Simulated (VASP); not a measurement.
Here is a VASP 6.6.1 calculation.

The input INCAR:

```
SYSTEM = Ti
ALGO = Normal
EDIFF = 1E-6
ENCUT = 520
GGA = PS
ISIF = 2
ISMEAR = 0
LASPH = .TRUE.
LCHARG = .TRUE.
LELF = .TRUE.
LREAL = .FALSE.
LVHAR = .TRUE.
LWAVE = .FALSE.
NBANDS = 12
NELM = 100
PREC = Accurate
SIGMA = 0.1
```

KPOINTS

```
k-points
0
G
  18 18 18
  0 0 0
```

The input POSCAR:

```
Ti
1.0
   -1.6007685065      1.6007685065      1.6007685065
    1.6007685065     -1.6007685065      1.6007685065
    1.6007685065      1.6007685065     -1.6007685065
Ti
1
Direct
    0.0000000000      0.0000000000      0.0000000000
```

Potentials or basis: VASP PAW PBE potentials, release 64 (Ti_sv).

The run is started by

```sh
$ cat potpaw_PBE.64/Ti_sv/POTCAR > POTCAR
$ mpirun -np 1 vasp_std > vasp.out
```

(1) What does it give for the band gap on the k mesh?

(2) Predict the pressure.

Answers

(1) zero (band 6 reaches 9.59 eV, above the bottom of band 7 at 7.97 eV).

(2) 0.6 GPa.

Caveat: the PAW data sets were made with another functional, which shifts forces and pressure a little.
